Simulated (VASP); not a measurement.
# AlNi (Pm-3m) in VASP: notebook

Runs on AlNi. Level: PBEsol. Tasks: single point.

All numbers are computed with VASP 6.6.1; they aren't measurements. Logs are shortened: lines on timing, memory, paths and dates and some standing lists are left out, and cuts for length are marked.

### Step 1. The cell of the first run

It takes space group Pm-3m (No. 221, cubic). Conventional cell: a = 2.881 Å, b = 2.881 Å, c = 2.881 Å, α = 90.00°, β = 90.00°, γ = 90.00°. Al (site symmetry m-3m) has 8 Ni at 2.50 Å and 6 Al at 2.88 Å within 3.3 Å. Within 3.3 Å of Ni (site symmetry m-3m) lie 8 Al at 2.50 Å and 6 Ni at 2.88 Å.

### Step 2. Single point, PBEsol, collinear spin, ferromagnetic start

INCAR reads:

```
  ALGO = Normal
  EDIFF = 1E-6
  ENCUT = 520
  GGA = PS
  ISIF = 2
  ISMEAR = 0
  ISPIN = 2
  LASPH = T
  LCHARG = F
  LMAXMIX = 4
  LORBIT = 11
  LREAL = F
  LWAVE = F
  MAGMOM = 0 1.5
  NBANDS = 18
  NELM = 150
  PREC = Accurate
  SIGMA = 0.1
```

KPOINTS reads:

```
k-points
0
Gamma
  3 3 3
```

POSCAR reads:

```
AlNi
1.0
    2.8810000000      0.0000000000      0.0000000000
    0.0000000000      2.8810000000      0.0000000000
    0.0000000000      0.0000000000      2.8810000000
Al Ni
1 1
Direct
    0.0000000000      0.0000000000      0.0000000000
    0.5000000000      0.5000000000      0.5000000000
```

Potentials or basis: VASP PAW PBE potentials, release 64 (Al, Ni).

On the command line:

```sh
$ cat potpaw_PBE.64/Al/POTCAR potpaw_PBE.64/Ni/POTCAR > POTCAR
$ mpirun -np 1 vasp_std > vasp.out
```

OUTCAR:

```text
EDIFF = 1E-6
   ENCUT = 520
   GGA = PS
   ISIF = 2
   ISMEAR = 0
   ISPIN = 2
   LASPH = T
   LORBIT = 11
   LREAL = F
   NELM = 150
   PREC = Accurate

 ion  position               nearest neighbor table
   1  0.000  0.000  0.000-   2 2.50   2 2.50   2 2.50   2 2.50   2 2.50   2 2.50   2 2.50   2 2.50

   2  0.500  0.500  0.500-   1 2.50   1 2.50   1 2.50   1 2.50   1 2.50   1 2.50   1 2.50   1 2.50

  LATTYP: Found a simple cubic cell.
 ALAT       =     2.8810000000

  Lattice vectors:

 A1 = (   2.8810000000,   0.0000000000,   0.0000000000)
 A2 = (   0.0000000000,   2.8810000000,   0.0000000000)
 A3 = (   0.0000000000,   0.0000000000,   2.8810000000)

Analysis of symmetry for initial positions (statically):
=====================================================================
 Subroutine PRICEL returns:
 Original cell was already a primitive cell.

 Routine SETGRP: Setting up the symmetry group for a
 simple cubic supercell.

 Subroutine GETGRP returns: Found 48 space group operations
 (whereof 48 operations were pure point group operations)
 out of a pool of 48 trial point group operations.

The static configuration has the point symmetry O_h .

Analysis of symmetry for dynamics (positions and initial velocities):
=====================================================================
 Subroutine PRICEL returns:
 Original cell was already a primitive cell.

 Routine SETGRP: Setting up the symmetry group for a
 simple cubic supercell.

 Subroutine GETGRP returns: Found 48 space group operations
 (whereof 48 operations were pure point group operations)
 out of a pool of 48 trial point group operations.

The dynamic configuration has the point symmetry O_h .

Analysis of structural, dynamic, and magnetic symmetry:
=====================================================================
 Subroutine PRICEL returns:
 Original cell was already a primitive cell.

 Routine SETGRP: Setting up the symmetry group for a
 simple cubic supercell.

 Subroutine GETGRP returns: Found 48 space group operations
 (whereof 48 operations were pure point group operations)
 out of a pool of 48 trial point group operations.

The overall configuration has the point symmetry O_h .

 Subroutine INISYM returns: Found 48 space group operations
 (whereof 48 operations are pure point group operations),
 and found     1 'primitive' translations

[... 98 lines left out ...]
   GGA     = PS    functional components
   LHFCALC =     F    Hartree Fock is set to
   AEXX    =    0.0000 exact exchange contribution
   IVDW    =     0    specifies the selected vdW correction
   LEPSILON=     F    determine dielectric tensor
   LRPA    =     F    only Hartree local field effects (RPA)
 spin polarized calculation
 Gauss-broadening in eV      SIGMA  =   0.10
  energy-cutoff  :      520.00
  volume of cell :       23.91
 maximum number of plane-waves:       650
 NGX is ok and might be reduce to    24
   NGX = 11   NGY = 11   NGZ = 11

 number of electron      13.0000018 magnetization      -0.1474718

 number of electron      13.0000015 magnetization       0.3355413

 Free energy of the ion-electron system (eV)
  ---------------------------------------------------
  ext. energy  EPLUGINS =         0.00000000
  ---------------------------------------------------
  free energy    TOTEN  =       -11.42531904 eV

  energy without entropy =      -11.41044956  energy(sigma->0) =      -11.41788430

 E-fermi :   9.8498     XC(G=0): -12.1716

 val. band max:        9.7745240199   @ k =   0.3333   0.0000   0.0000
 cond. band min:       9.8824772849   @ k =   0.3333   0.3333   0.0000
 fundamental gap:      0.1079532650
 Fermi energy:         9.8498241545

 spin component 1

 k-point     1 :       0.0000    0.0000    0.0000
  band No.  band energies     occupation
      1      -1.2786      1.00000
      2       6.3801      1.00000
      3       6.3801      1.00000
      4       8.1081      1.00000
      5       8.1081      1.00000
      6       8.1081      1.00000
[... 60 lines left out ...]
      4       7.7738      1.00000
      5       7.7738      1.00000
      6       7.8012      1.00000
[... 10 lines left out ...]
     17      36.9296      0.00000
     18      36.9296      0.00000
 Fermi energy:         9.8498241545

 spin component 2

 k-point     1 :       0.0000    0.0000    0.0000
  band No.  band energies     occupation
      1      -1.1788      1.00000
      2       6.6772      1.00000
      3       6.6772      1.00000
      4       8.2618      1.00000
      5       8.2618      1.00000
      6       8.2618      1.00000
[... 61 lines left out ...]
      5       8.0852      1.00000
      6       8.0852      1.00000
[... 10 lines left out ...]
     17      37.0209      0.00000
     18      37.0209      0.00000

------------------------ aborting loop because EDIFF is reached ----------------------------------------

  FORCE on cell =-STRESS in cart. coord.  units (eV):
  Direction    XX          YY          ZZ          XY          YZ          ZX
  --------------------------------------------------------------------------------------
  -------------------------------------------------------------------------------------
  Total       -0.3555430     -0.3555430     -0.3555430     -0.0000000      0.0000000      0.0000000
  in kB      -23.8217106    -23.8217106    -23.8217106     -0.0000000      0.0000000      0.0000000
  external PRESSURE =     -23.8217106 kB  Pullay stress =       0.0000000 kB

 VOLUME and BASIS-vectors are now :
 -----------------------------------------------------------------------------
  energy-cutoff  :      520.00
  volume of cell :       23.91
      direct lattice vectors                 reciprocal lattice vectors
     2.881000000  0.000000000  0.000000000     0.347101701  0.000000000  0.000000000
     0.000000000  2.881000000  0.000000000     0.000000000  0.347101701  0.000000000
     0.000000000  0.000000000  2.881000000     0.000000000  0.000000000  0.347101701

 POSITION                                       TOTAL-FORCE (eV/Angst)
 -----------------------------------------------------------------------------------
      0.00000      0.00000      0.00000         0.000000      0.000000      0.000000
      1.44050      1.44050      1.44050         0.000000      0.000000      0.000000
 -----------------------------------------------------------------------------------
    total drift:                                0.000000      0.000000     -0.000000

  FREE ENERGIE OF THE ION-ELECTRON SYSTEM (eV)
  ---------------------------------------------------
  free  energy   TOTEN  =       -11.4253190384 eV

  energy  without entropy=      -11.4104495645  energy(sigma->0) =      -11.41788430

 total charge

# of ion       s       p       d       tot
------------------------------------------
    1        0.375   0.429   0.000   0.805
    2        0.481   0.526   8.449   9.455
--------------------------------------------------
tot          0.856   0.955   8.449  10.260

 magnetization (x)

# of ion       s       p       d       tot
------------------------------------------
    1        0.001   0.027   0.000   0.028
    2        0.001   0.028   0.216   0.245
--------------------------------------------------
tot          0.001   0.055   0.216   0.272
```

stdout:

```text
POSCAR found type information on POSCAR AlNi
 POSCAR found :  2 types and       2 ions
 scaLAPACK will be used
 -----------------------------------------------------------------------------
|                                                                             |
|                                                                             |
|     You enforced a specific xc type in the INCAR file but a different       |
|     I HOPE YOU KNOW WHAT YOU ARE DOING!                                     |
|                                                                             |
 -----------------------------------------------------------------------------

 LDA part: xc-table for (Slater+PW92), standard interpolation
 POSCAR, INCAR and KPOINTS ok, starting setup
 FFT: planning ... GRIDC
 FFT: planning ... GRID_SOFT
 FFT: planning ... GRID
 WAVECAR not read
 entering main loop
```

Wall time 5.3 s (1 thread of Intel Xeon Platinum 8559C (Emerald Rapids), shared host); peak memory 0.14 GiB.

Results:

| Quantity | Value |
| --- | --- |
| Free energy | -11.4253 eV |
| Pressure | -2.4 GPa |
| Net moment | 0.34 μB per cell |
| Site moments | Al +0.03; Ni +0.24 μB |
| Valence electrons inside the program's atomic spheres | Al 0.81; Ni 9.46 |

Levels at points of the mesh, in eV from the Fermi level:
Spin up:
| k point | band 4 | band 5 | band 6 | band 7 | band 8 | band 9 |
| --- | --- | --- | --- | --- | --- | --- |
| (0.00, 0.00, 0.00) | -1.74 | -1.74 | -1.74 | 5.50 | 5.50 | 5.50 |
Spin down:
| k point | band 2 | band 3 | band 4 | band 5 | band 6 | band 7 | band 8 | band 9 | band 10 | band 11 |
| --- | --- | --- | --- | --- | --- | --- | --- | --- | --- | --- |
| (0.00, 0.00, 0.00) | -3.17 | -3.17 | -1.59 | -1.59 | -1.59 | 5.60 | 5.60 | 5.60 | 8.26 | 8.26 |

Caveat: the k points lie up to 0.73 Å⁻¹ apart; the PAW data sets were made with another functional, which shifts forces and pressure a little.

### Step 3. Single point, PBEsol, collinear spin, ferromagnetic start

INCAR reads:

```
SYSTEM = AlNi
PREC = Accurate
ENCUT = 520
EDIFF = 1E-6
ISMEAR = 0
SIGMA = 0.1
LREAL = .False.
LASPH = .True.
NELM = 150
ALGO = Normal
ISIF = 2
LWAVE = .False.
LCHARG = .False.
ISPIN = 2
MAGMOM = 0 1.5
LORBIT = 11
LMAXMIX = 4
GGA = PS
NBANDS = 18
```

KPOINTS reads:

```
Automatic mesh
0
Gamma
  4 4 4
  0 0 0
```

POSCAR is that of step 2.

Potentials or basis: VASP PAW PBE potentials, release 64 (Al, Ni).

On the command line:

```sh
$ cat potpaw_PBE.64/Al/POTCAR potpaw_PBE.64/Ni/POTCAR > POTCAR
$ mpirun -np 1 vasp_std > vasp.out
```

Run time: 6.5 s. Hardware: 1 thread of Intel Xeon Platinum 8559C (Emerald Rapids), shared host; peak memory 0.14 GiB.

Results (log left out):

```yaml
Free_energy: -11.6249 eV
Pressure: -4.0 GPa
Net_moment: 0.00 μB per cell
Valence_electrons_inside_the_program's_atomic_spheres: Al 0.79; Ni 9.49
```

Levels at points of the mesh, in eV from the Fermi level:
Spin up:
```csv
k point,band 4,band 5,band 6,band 7,band 8,band 9
"(0.00, 0.00, 0.00)",-1.20,-1.20,-1.20,5.77,5.77,5.77
"(0.50, 0.00, 0.00)",-1.92,-1.92,-1.11,-0.31,8.56,10.27
"(0.50, 0.50, 0.00)",-2.60,-1.74,-1.74,-0.67,1.77,2.81
"(0.50, 0.50, 0.50)",-0.64,-0.64,2.26,2.26,2.26,3.98
```
Spin down:
| k point | band 4 | band 5 | band 6 | band 7 | band 8 | band 9 |
| --- | --- | --- | --- | --- | --- | --- |
| (0.00, 0.00, 0.00) | -1.20 | -1.20 | -1.20 | 5.77 | 5.77 | 5.77 |
| (0.50, 0.00, 0.00) | -1.91 | -1.91 | -1.11 | -0.31 | 8.56 | 10.27 |
| (0.50, 0.50, 0.00) | -2.60 | -1.74 | -1.74 | -0.67 | 1.77 | 2.81 |
| (0.50, 0.50, 0.50) | -0.64 | -0.64 | 2.26 | 2.26 | 2.26 | 3.98 |

Caveat: the k points lie up to 0.55 Å⁻¹ apart; the starting moments collapsed, and a magnetic state may lie lower; the PAW data sets were made with another functional, which shifts forces and pressure a little.

### Step 4. Single point, PBEsol, collinear spin, ferromagnetic start

INCAR reads:

```
SYSTEM = AlNi
ALGO = Normal
EDIFF = 1E-6
ENCUT = 520
GGA = PS
ISIF = 2
ISMEAR = 0
ISPIN = 2
LASPH = .TRUE.
LCHARG = .FALSE.
LMAXMIX = 4
LORBIT = 11
LREAL = .FALSE.
LWAVE = .FALSE.
MAGMOM = 0 1.5
NBANDS = 18
NELM = 150
PREC = Accurate
SIGMA = 0.1
```

KPOINTS reads:

```
k-points
0
G
  5 5 5
  0 0 0
```

POSCAR is that of step 3.

On the command line:

```sh
$ cat potpaw_PBE.64/Al/POTCAR potpaw_PBE.64/Ni/POTCAR > POTCAR
$ mpirun -np 1 vasp_std > vasp.out
```

It took 10 s on 1 thread of Intel Xeon Platinum 8559C (Emerald Rapids), shared host; peak memory 0.14 GiB.

The run converged. Its results:

```yaml
Free_energy: -11.5436 eV
Pressure: -2.4 GPa
Net_moment: 0.02 μB per cell
Valence_electrons_inside_the_program's_atomic_spheres: Al 0.80; Ni 9.48
```

Levels at points of the mesh, in eV from the Fermi level:
Spin up:
```tsv
k point	band 3	band 4	band 5	band 6	band 7	band 8	band 9	band 10
(0.00, 0.00, 0.00)	-3.14	-1.45	-1.45	-1.45	5.61	5.61	5.61	8.25
```
Spin down:
```csv
k point,band 3,band 4,band 5,band 6,band 7,band 8,band 9,band 10
"(0.00, 0.00, 0.00)",-3.13,-1.44,-1.44,-1.44,5.61,5.61,5.61,8.26
```

Caveat: the k points lie up to 0.44 Å⁻¹ apart; the starting moments collapsed, and a magnetic state may lie lower; the PAW data sets were made with another functional, which shifts forces and pressure a little.
